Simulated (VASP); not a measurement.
Here is a VASP 6.6.1 calculation.

Contents of INCAR:

```
  ALGO = Normal
  EDIFF = 1E-6
  ENCUT = 520
  GGA = PE
  ISIF = 2
  ISMEAR = 0
  LASPH = T
  LCHARG = F
  LREAL = F
  LWAVE = F
  NBANDS = 15
  NELM = 60
  PREC = Accurate
  SIGMA = 0.01
```

The input KPOINTS:

```
k-points
0
Gamma
  6 6 6
```

The input POSCAR:

```
KBr
1.0
    0.0000000000      3.3184520677      3.3184520677
    3.3184520677      0.0000000000      3.3184520677
    3.3184520677      3.3184520677      0.0000000000
K Br
1 1
Direct
    0.0000000000      0.0000000000      0.0000000000
    0.5000000000      0.5000000000      0.5000000000
```

Potentials or basis: VASP PAW PBE potentials, release 64 (K_sv, Br).

Command:

```sh
$ cat potpaw_PBE.64/K_sv/POTCAR potpaw_PBE.64/Br/POTCAR > POTCAR
$ mpirun -np 1 vasp_std > vasp.out
```

Question: What does it give for the pressure?

Answer: 0.5 GPa.

Question: Predict the band gap on the k mesh.

Answer: 4.39 eV.
